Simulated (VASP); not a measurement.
# BeTe (F-43m) in VASP: notebook

Runs on BeTe. Level: PBE. Tasks: single point.

Everything below comes from runs of VASP 6.6.1. Logs are shortened: lines on timing, memory, paths and dates and some standing lists are left out, and cuts for length are marked.

### Step 1. The cell of the first run

The structure is cubic, space group F-43m (No. 216). The conventional cell has a = 5.558 Å, b = 5.558 Å, c = 5.558 Å, α = 90.00°, β = 90.00°, γ = 90.00°. Within 3.2 Å of Be (site symmetry -43m) lie 4 Te at 2.41 Å. Te (site symmetry -43m) has 4 Be at 2.41 Å within 3.2 Å.

### Step 2. Single point, PBE

Contents of INCAR:

```
SYSTEM = BeTe
ALGO = Normal
EDIFF = 1E-6
ENCUT = 600
GGA = PE
GGA_COMPAT = .False.
ISIF = 2
ISMEAR = 0
LASPH = .True.
LCHARG = .False.
LREAL = .False.
LWAVE = .False.
NBANDS = 11
NELM = 120
PREC = Accurate
SIGMA = 0.01
```

Contents of KPOINTS:

```
k-points
0
Gamma
  6 6 6
  0 0 0
```

Contents of POSCAR:

```
BeTe
1.0
    0.0000000000      2.7792027254      2.7792027254
    2.7792027254      0.0000000000      2.7792027254
    2.7792027254      2.7792027254      0.0000000000
Be Te
1 1
Direct
    0.0000000000      0.0000000000      0.0000000000
    0.2500000000      0.2500000000      0.2500000000
```

Potentials or basis: VASP PAW PBE potentials, release 64 (Be, Te).

On the command line:

```
> cat potpaw_PBE.64/Be/POTCAR potpaw_PBE.64/Te/POTCAR > POTCAR
> mpirun -np 1 vasp_std > vasp.out
```

OUTCAR:

```text
SYSTEM = BeTe
   EDIFF = 1E-6
   ENCUT = 600
   GGA = PE
   ISIF = 2
   ISMEAR = 0
   LASPH = .True.
   LREAL = .False.
   NELM = 120
   PREC = Accurate

 ion  position               nearest neighbor table
   1  0.000  0.000  0.000-   2 2.41   2 2.41   2 2.41   2 2.41
   2  0.250  0.250  0.250-   1 2.41   1 2.41   1 2.41   1 2.41

  LATTYP: Found a face centered cubic cell.
 ALAT       =     5.5584054508

  Lattice vectors:

 A1 = (   0.0000000000,   2.7792027254,   2.7792027254)
 A2 = (   2.7792027254,   0.0000000000,   2.7792027254)
 A3 = (   2.7792027254,   2.7792027254,   0.0000000000)

Analysis of symmetry for initial positions (statically):
=====================================================================
 Subroutine PRICEL returns:
 Original cell was already a primitive cell.

 Routine SETGRP: Setting up the symmetry group for a
 face centered cubic supercell.

 Subroutine GETGRP returns: Found 24 space group operations
 (whereof 24 operations were pure point group operations)
 out of a pool of 48 trial point group operations.

The static configuration has the point symmetry T_d .

Analysis of symmetry for dynamics (positions and initial velocities):
=====================================================================
 Subroutine PRICEL returns:
 Original cell was already a primitive cell.

 Routine SETGRP: Setting up the symmetry group for a
 face centered cubic supercell.

 Subroutine GETGRP returns: Found 24 space group operations
 (whereof 24 operations were pure point group operations)
 out of a pool of 48 trial point group operations.

The dynamic configuration has the point symmetry T_d .

 Subroutine INISYM returns: Found 24 space group operations
 (whereof 24 operations are pure point group operations),
 and found     1 'primitive' translations

----------------------------------------------------------------------------------------

                                     Primitive cell

  volume of cell :      42.9329

  direct lattice vectors                    reciprocal lattice vectors
     0.000000000  2.779202725  2.779202725    -0.179907711  0.179907711  0.179907711
     2.779202725  0.000000000  2.779202725     0.179907711 -0.179907711  0.179907711
     2.779202725  2.779202725  0.000000000     0.179907711  0.179907711 -0.179907711

  length of vectors
     3.930386187  3.930386187  3.930386187     0.311609296  0.311609296  0.311609296

  position of ions in fractional coordinates (direct lattice)
     0.000000000  0.000000000  0.000000000
     0.250000000  0.250000000  0.250000000

  ion indices of the primitive-cell ions
   primitive index   ion index
                 1           1
                 2           2

----------------------------------------------------------------------------------------

 KPOINTS: k-points

Automatic generation of k-mesh.
 Grid dimensions read from file:
 generate k-points for:    6    6    6

 Generating k-lattice:

  Cartesian coordinates                     Fractional coordinates (reciprocal lattice)
    -0.029984618  0.029984618  0.029984618     0.166666667  0.000000000  0.000000000
     0.029984618 -0.029984618  0.029984618     0.000000000  0.166666667  0.000000000
     0.029984618  0.029984618 -0.029984618     0.000000000  0.000000000  0.166666667

  Length of vectors
     0.051934883  0.051934883  0.051934883

  Shift w.r.t. Gamma in fractional coordinates (k-lattice)
     0.000000000  0.000000000  0.000000000

 Subroutine IBZKPT returns following result:
 ===========================================

 Found     16 irreducible k-points:

 Following reciprocal coordinates:
            Coordinates               Weight
  0.000000  0.000000  0.000000      1.000000
  0.166667  0.000000  0.000000      8.000000
  0.333333  0.000000  0.000000      8.000000
  0.500000  0.000000  0.000000      4.000000
  0.166667  0.166667  0.000000      6.000000
  0.333333  0.166667  0.000000     24.000000
[... 8 lines left out ...]
 -0.333333  0.333333  0.166667     24.000000
 -0.333333  0.500000  0.166667     12.000000
   k-points           NKPTS =     16   k-points in BZ     NKDIM =     16   number of bands    NBANDS=     11
   number of dos      NEDOS =    301   number of ions     NIONS =      2
   total plane-waves  NPLWV =  32768
   dimension x,y,z NGX =    32 NGY =   32 NGZ =   32
   dimension x,y,z NGXF=    64 NGYF=   64 NGZF=   64
   ions per type =               1   1
   NGX,Y,Z   is equivalent  to a cutoff of  13.54, 13.54, 13.54 a.u.
   NGXF,Y,Z  is equivalent  to a cutoff of  27.07, 27.07, 27.07 a.u.
 SYSTEM =  BeTe
   PREC   = accura    normal or accurate (medium, high low for compatibility)
   ISTART =      0    job   : 0-new  1-cont  2-samecut
   ICHARG =      2    charge: 1-file 2-atom 10-const
   ISPIN  =      1    spin polarized calculation?
   LNONCOLLINEAR =      F non collinear calculations
   LSORBIT =      F    spin-orbit coupling
   LASPH  =      T    aspherical Exc in radial PAW
   ENCUT  =  600.0 eV  44.10 Ry    6.64 a.u.   7.85  7.85  7.85*2*pi/ulx,y,z
   NELM   =    120;   NELMIN=  2; NELMDL= -5     # of ELM steps
   EDIFF  = 0.1E-05   stopping-criterion for ELM
   LREAL  =      F    real-space projection
   EDIFFG = 0.1E-04   stopping-criterion for IOM
   NSW    =      0    number of steps for IOM
   IBRION =     -1    ionic relax: 0-MD 1-quasi-New 2-CG
   NFREE  =      0    steps in history (QN), initial steepest desc. (CG)
   ISIF   =      2    stress and relaxation
   ISYM   =      2    0-nonsym 1-usesym 2-fastsym
   POTIM  = 0.5000    time-step for ionic-motion
   TEBEG  =    0.0;   TEEND  =   0.0 temperature during run
   PSTRESS=    0.0 pullay stress
   NELECT =       8.0000    total number of electrons
   NUPDOWN=      -1.0000    fix difference up-down
   EMIN   =  10.00;   EMAX   =-10.00  energy-range for DOS
   EFERMI =   0.00;   METHOD = LEGACY
   ISMEAR =     0;   SIGMA  =   0.01  broadening in eV -4-tet -1-fermi 0-gaus
   EFERMI_NEDOS =   21; number of points for ismear=-14 and -15
   IALGO  =     38    algorithm
   IMIX   =      4    mixing-type and parameters
     AMIX     =   0.40;   BMIX     =  1.00
     AMIX_MAG =   1.60;   BMIX_MAG =  1.00
  volume/ion in A,a.u.               =      21.47       144.86
  Fermi-wavevector in a.u.,A,eV,Ry     =   0.935064  1.767014 11.896178  0.874344
  Thomas-Fermi vector in A             =   2.061933
   LORBIT       =      0    0 simple, 1 ext, 2 COOP (PROOUT), +10 PAW based schemes
   GGA     = PE    functional components
   LHFCALC =     F    Hartree Fock is set to
   AEXX    =    0.0000 exact exchange contribution
   IVDW    =     0    specifies the selected vdW correction
   LEPSILON=     F    determine dielectric tensor
   LRPA    =     F    only Hartree local field effects (RPA)
 non-spin polarized calculation
 Gauss-broadening in eV      SIGMA  =   0.01
  energy-cutoff  :      600.00
  volume of cell :       42.93
 maximum number of plane-waves:      1459
   NGX = 15   NGY = 15   NGZ = 15

 number of electron       8.0000000 magnetization

 Free energy of the ion-electron system (eV)
  ---------------------------------------------------
  ext. energy  EPLUGINS =         0.00000000
  ---------------------------------------------------
  free energy    TOTEN  =        -7.58942029 eV

  energy without entropy =       -7.58942029  energy(sigma->0) =       -7.58942029

 E-fermi :   5.6599     XC(G=0):  -9.2148

 val. band max:        5.5501229262   @ k =   0.0000   0.0000   0.0000
 cond. band min:       7.4225738849   @ k =   0.5000   0.5000   0.0000
 fundamental gap:      1.8724509587
 Fermi energy:         5.6598911798

 k-point     1 :       0.0000    0.0000    0.0000
  band No.  band energies     occupation
      1      -7.0148      2.00000
      2       5.5501      2.00000
      3       5.5501      2.00000
      4       5.5501      2.00000
      5       9.1228      0.00000
      6       9.1228      0.00000
      7       9.1228      0.00000
      8       9.6654      0.00000
      9      13.9225      0.00000
     10      15.8756      0.00000
     11      15.8756      0.00000

 k-point     2 :       0.1667    0.0000    0.0000
  band No.  band energies     occupation
      1      -6.7404      2.00000
      2       3.4770      2.00000
      3       5.1435      2.00000
      4       5.1435      2.00000
      5       9.0911      0.00000
      6       9.6951      0.00000
      7       9.6951      0.00000
      8      11.5715      0.00000
      9      14.5387      0.00000
     10      14.6579      0.00000
     11      14.6579      0.00000

 k-point     3 :       0.3333    0.0000    0.0000
  band No.  band energies     occupation
      1      -6.0475      2.00000
      2       0.9015      2.00000
      3       4.5717      2.00000
      4       4.5717      2.00000
      5       8.8346      0.00000
      6      10.1585      0.00000
      7      10.1585      0.00000
      8      13.3864      0.00000
      9      15.0850      0.00000
     10      15.2160      0.00000
     11      15.2160      0.00000

 k-point     4 :       0.5000    0.0000    0.0000
  band No.  band energies     occupation
      1      -5.5680      2.00000
      2      -0.2497      2.00000
      3       4.3488      2.00000
      4       4.3488      2.00000
      5       8.7324      0.00000
      6      10.1188      0.00000
      7      10.1188      0.00000
      8      13.3505      0.00000
      9      16.6675      0.00000
     10      17.2017      0.00000
     11      17.2017      0.00000

 k-point     5 :       0.1667    0.1667    0.0000
  band No.  band energies     occupation
      1      -6.6482      2.00000
      2       3.8245      2.00000
      3       4.4668      2.00000
      4       4.4668      2.00000
      5       8.5172      0.00000
      6      10.7461      0.00000
      7      10.7461      0.00000
      8      10.7642      0.00000
      9      13.5079      0.00000
     10      15.2647      0.00000
     11      16.3142      0.00000
[... 99 lines left out ...]
 k-point    13 :       0.5000    0.5000    0.0000
  band No.  band energies     occupation
      1      -5.0355      2.00000
      2       0.2181      2.00000
      3       2.7535      2.00000
      4       2.7535      2.00000
      5       7.4226      0.00000
      6       8.1576      0.00000
      7      15.5063      0.00000
      8      15.5063      0.00000
      9      17.3300      0.00000
     10      18.9917      0.00000
     11      19.1517      0.00000

 k-point    14 :       0.5000    0.3333    0.1667
  band No.  band energies     occupation
      1      -5.5195      2.00000
      2       0.9841      2.00000
      3       2.3288      2.00000
      4       3.4438      2.00000
      5       9.4927      0.00000
      6      10.4923      0.00000
      7      10.8920      0.00000
      8      13.4189      0.00000
      9      15.7206      0.00000
     10      16.2113      0.00000
     11      18.4945      0.00000

 k-point    15 :      -0.3333    0.3333    0.1667
  band No.  band energies     occupation
      1      -5.1605      2.00000
      2       0.4910      2.00000
      3       1.8837      2.00000
      4       2.9954      2.00000
      5      10.0047      0.00000
      6      10.3207      0.00000
      7      12.5166      0.00000
      8      12.9159      0.00000
      9      14.3632      0.00000
     10      17.6196      0.00000
     11      18.4363      0.00000

 k-point    16 :      -0.3333    0.5000    0.1667
  band No.  band energies     occupation
      1      -5.0063      2.00000
      2       0.5721      2.00000
      3       1.9745      2.00000
      4       2.2791      2.00000
      5       9.2415      0.00000
      6       9.8091      0.00000
      7      13.0191      0.00000
      8      13.3026      0.00000
      9      16.6704      0.00000
     10      17.6361      0.00000
     11      18.5758      0.00000

------------------------ aborting loop because EDIFF is reached ----------------------------------------

  FORCE on cell =-STRESS in cart. coord.  units (eV):
  Direction    XX          YY          ZZ          XY          YZ          ZX
  --------------------------------------------------------------------------------------
  -------------------------------------------------------------------------------------
  Total        1.0127173      1.0127173      1.0127173     -0.0000000      0.0000000     -0.0000000
  in kB       37.7927204     37.7927204     37.7927204     -0.0000000      0.0000000     -0.0000000
  external PRESSURE =      37.7927204 kB  Pullay stress =       0.0000000 kB

 VOLUME and BASIS-vectors are now :
 -----------------------------------------------------------------------------
  energy-cutoff  :      600.00
  volume of cell :       42.93
      direct lattice vectors                 reciprocal lattice vectors
     0.000000000  2.779202725  2.779202725    -0.179907711  0.179907711  0.179907711
     2.779202725  0.000000000  2.779202725     0.179907711 -0.179907711  0.179907711
     2.779202725  2.779202725  0.000000000     0.179907711  0.179907711 -0.179907711

 POSITION                                       TOTAL-FORCE (eV/Angst)
 -----------------------------------------------------------------------------------
      0.00000      0.00000      0.00000         0.000000      0.000000      0.000000
      1.38960      1.38960      1.38960        -0.000000     -0.000000     -0.000000
 -----------------------------------------------------------------------------------
    total drift:                                0.000000      0.000000      0.000000

  FREE ENERGIE OF THE ION-ELECTRON SYSTEM (eV)
  ---------------------------------------------------
  free  energy   TOTEN  =        -7.5894202917 eV

  energy  without entropy=       -7.5894202917  energy(sigma->0) =       -7.58942029
```

It took 13 s on 1 thread of Intel Xeon 8259CL, shared host; peak memory 0.17 GiB.

What came out:

| Property | Result |
| --- | --- |
| Free energy | -7.5894 eV |
| Pressure | 3.8 GPa |
| Band gap on the k mesh | 1.87 eV, indirect (least direct gap 3.57 eV) |

Caveat: spin-orbit coupling is left out, which moves the levels of the heavy elements.

### Step 3. Single point, PBE

This run uses another cell than the first one, of 22.10 Å³/atom, 1.030 times its volume.

Contents of INCAR:

```
PREC = Accurate
ENCUT = 600
EDIFF = 1E-6
ISMEAR = 0
SIGMA = 0.01
LREAL = False
LASPH = True
NELM = 120
ALGO = Normal
ISIF = 2
LWAVE = False
LCHARG = False
GGA = PE
NBANDS = 11
GGA_COMPAT = False
```

Contents of KPOINTS:

```
Automatic mesh
0
Gamma
  6 6 6
```

Contents of POSCAR:

```
BeTe
1.0
    0.0000000000      2.8064515486      2.8064515486
    2.8064515486      0.0000000000      2.8064515486
    2.8064515486      2.8064515486      0.0000000000
Be Te
1 1
Direct
    0.0000000000      0.0000000000      0.0000000000
    0.2500000000      0.2500000000      0.2500000000
```

Potentials or basis: VASP PAW PBE potentials, release 64 (Be, Te).

On the command line:

```
> cat potpaw_PBE.64/Be/POTCAR potpaw_PBE.64/Te/POTCAR > POTCAR
> mpirun -np 1 vasp_std > vasp.out
```

It took 13 s on 1 thread of Intel Xeon 8259CL, shared host; peak memory 0.17 GiB.

The run converged. Its results:

* Free energy: -7.6115 eV
* Pressure: 1.8 GPa
* Band gap on the k mesh: 1.95 eV, indirect (least direct gap 3.60 eV)

Levels at points of the mesh, in eV from the valence-band top:
| k point | band 1 | band 2 | band 3 | band 4 | band 5 | band 6 | band 7 | band 8 |
| --- | --- | --- | --- | --- | --- | --- | --- | --- |
| (0.00, 0.00, 0.00) | -12.36 | 0.00 | 0.00 | 0.00 | 3.60 | 3.60 | 3.60 | 3.90 |
| (0.50, 0.00, 0.00) | -10.99 | -5.61 | -1.15 | -1.15 | 3.10 | 4.58 | 4.58 | 7.82 |
| (0.50, 0.50, 0.00) | -10.49 | -5.17 | -2.68 | -2.68 | 1.95 | 2.65 | 9.77 | 9.77 |

Caveat: spin-orbit coupling is left out, which moves the levels of the heavy elements. A k mesh can miss the band edges.

(Part 1 of 2 ends here.)
